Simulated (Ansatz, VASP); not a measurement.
# Ti2B3: VASP beside Ansatz

```
CELL_PARAMETERS angstrom
2.96547 0.00000 0.00000
0.00000 2.96547 0.00000
0.00000 0.00000 5.86671
ATOMIC_POSITIONS crystal
Ti 0.00000 0.00000 0.70702
Ti 0.50000 0.50000 0.35012
B 0.50000 0.00000 0.01756
B 0.00000 0.50000 0.01756
B 0.00000 0.00000 0.17775
```

Change from the starting cell: species swapped into the Cu3Te2 type (P4mm, No. 99).

Alike in both runs: functional PBE; k mesh 6 × 6 × 4; occupations gaussian, width 0.1 eV; no spin polarisation.

Ansatz relaxed the structure, and its values are those at the end. VASP's run is a single point on that final structure, the one shown.

|  | VASP | Ansatz |
| --- | --- | --- |
| version | VASP 6.6.1 | Ansatz 0.2.0 |
| potentials or method | VASP PAW PBE potentials, release 64 (Ti_sv, B), cutoff 520 eV | scalar-relativistic, plane waves, PAW |
| valence electrons in the cell | 33 | 33 |

```tsv
	VASP	Ansatz	Ansatz less VASP
gap on the k mesh at the Fermi level (eV)	none	none	-
pressure (GPa)	0.1	0.0	-0.02
rms of the force components (eV/Å)	0.007	0.006	-0.0010
```

A gap of «none» marks a metal or a gap that the smearing closes. With one functional, cell and mesh, what is left measures potentials, basis and numerics.
